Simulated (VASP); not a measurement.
A run of VASP 6.6.1 is set up as follows.

The input INCAR:

```
SYSTEM = Li16H3C
PREC = Accurate ; ENCUT = 520
EDIFF = 1E-6 ; ISMEAR = 0
SIGMA = 0.05 ; LREAL = Auto
LASPH = .True. ; NELM = 80
ALGO = Normal ; ISIF = 2
LWAVE = .False. ; LCHARG = .False.
GGA = PE ; IVDW = 12
NBANDS = 44
```

Contents of KPOINTS:

```
Automatic mesh
0
Gamma
  3 3 1
  0 0 0
```

File POSCAR:

```
Li16H3C
1.0
    6.9800000000      0.0000000000      0.0000000000
    3.4900000000      4.9356050000      0.0000000000
    0.0000000000      0.0000000000     18.4034080000
Li C H
16 1 3
Direct
   -0.2500000507      0.5000001013      0.0543377618
    0.2499999493      0.5000001013      0.0543377618
   -0.2500000000      1.0000000000      0.0543377618
    0.2500000000      1.0000000000      0.0543377618
    0.0105586338     -0.0579665512      0.1823178077
    0.5746764541     -0.1189414469      0.1721867493
    0.0799161210      0.3937130301      0.1769007132
    0.5048661920      0.4526928310      0.1845366358
   -0.1936938402      0.4492610328      0.2976085734
    0.1927314623      0.5736488232      0.3207627631
   -0.3220184469      1.0490744296      0.2966977095
    0.2926291683      0.9946261907      0.2978795014
   -0.0078885801      0.0445679912      0.4067305903
    0.3368633540      0.2092993665      0.4258632423
   -0.1038843858      0.6182034421      0.4164006471
    0.4732113391      0.5896584107      0.4102860188
    0.1765742551      0.6372385959      0.4405387307
    0.0762625235      0.2598887067      0.3675061706
    0.3147554497      0.5590455476      0.4837229604
    0.0186376891      0.7628363696      0.4764857140
```

Potentials or basis: VASP PAW PBE potentials, release 64 (Li_sv, C, H).

The run is started by

```bash
$ cat potpaw_PBE.64/Li_sv/POTCAR potpaw_PBE.64/C/POTCAR potpaw_PBE.64/H/POTCAR > POTCAR
$ mpirun -np 1 vasp_std > vasp.out
```

Question: Estimate the dispersion energy per atom.

Answer: -0.123 eV.

Question: Predict the largest force.

Answer: 0.074 eV/Å.

Forces on the atoms (eV/Å):
```
Li  -0.006 -0.037  0.043
Li   0.043  0.002 -0.060
Li  -0.024  0.035 -0.013
Li   0.003 -0.022  0.019
Li   0.000  0.002 -0.001
Li  -0.002 -0.001 -0.001
Li  -0.004  0.000  0.001
Li   0.000  0.001  0.004
Li  -0.003  0.005  0.000
Li  -0.001  0.004 -0.003
Li  -0.001  0.001 -0.002
Li   0.003 -0.002  0.001
Li  -0.003  0.006  0.003
Li   0.002  0.000  0.008
Li  -0.007  0.009  0.002
Li   0.016 -0.003 -0.002
C   -0.003 -0.016 -0.011
H   -0.005  0.001 -0.009
H    0.004  0.002  0.006
H   -0.013  0.013  0.016
```

Caveat: the k points lie up to 0.42 Å⁻¹ apart.
